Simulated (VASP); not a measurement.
Here is a VASP 6.6.1 calculation.

INCAR

```
SYSTEM = GePbSe2
PREC     = Accurate       ! precision mode
ENCUT    = 520            ! plane-wave cutoff, eV
EDIFF    = 1E-6           ! SCF threshold, eV
ISMEAR   = -1             ! smearing method
SIGMA    = 0.02           ! smearing width, eV
LREAL    = .FALSE.        ! projectors in reciprocal space
LASPH    = .TRUE.         ! aspherical terms in the spheres
NELM     = 80             ! most SCF steps
ALGO     = Normal         ! electronic algorithm
ISIF     = 2              ! what is computed and relaxed
LWAVE    = .FALSE.        ! write WAVECAR
LCHARG   = .TRUE.         ! write CHGCAR
GGA      = PE             ! functional
LELF     = .TRUE.         ! ELF
LVHAR    = .TRUE.       
NBANDS   = 28             ! bands
```

Contents of KPOINTS:

```
regular mesh
0
G
  6 6 6
  0 0 0
```

POSCAR

```
GePbSe2
1.0
    2.0796469279      1.2006847137      6.8689716582
   -2.0796469279      1.2006847137      6.8689716582
    0.0000000000     -2.4013694273      6.8689716582
Ge Pb Se
1 1 2
Direct
    1.0000000000      0.0000000000      0.0000000000
    0.5000000000      0.5000000000      0.5000000000
    0.2586079005      0.2586079005      0.2586079005
    0.7413920995      0.7413920995      0.7413920995
```

Potentials or basis: VASP PAW PBE potentials, release 64 (Ge_d, Pb_d, Se).

The run is started by

```sh
$ cat potpaw_PBE.64/Ge_d/POTCAR potpaw_PBE.64/Pb_d/POTCAR potpaw_PBE.64/Se/POTCAR > POTCAR
$ mpirun -np 1 vasp_std > vasp.out
```

(1) Estimate the largest force.

(2) Estimate the pressure.

(3) Predict the band gap on the k mesh.

Answers

(1) 0.031 eV/Å.

(2) 1.1 GPa.

(3) 0.13 eV.

Caveat: spin-orbit coupling is left out, which moves the levels of the heavy elements.
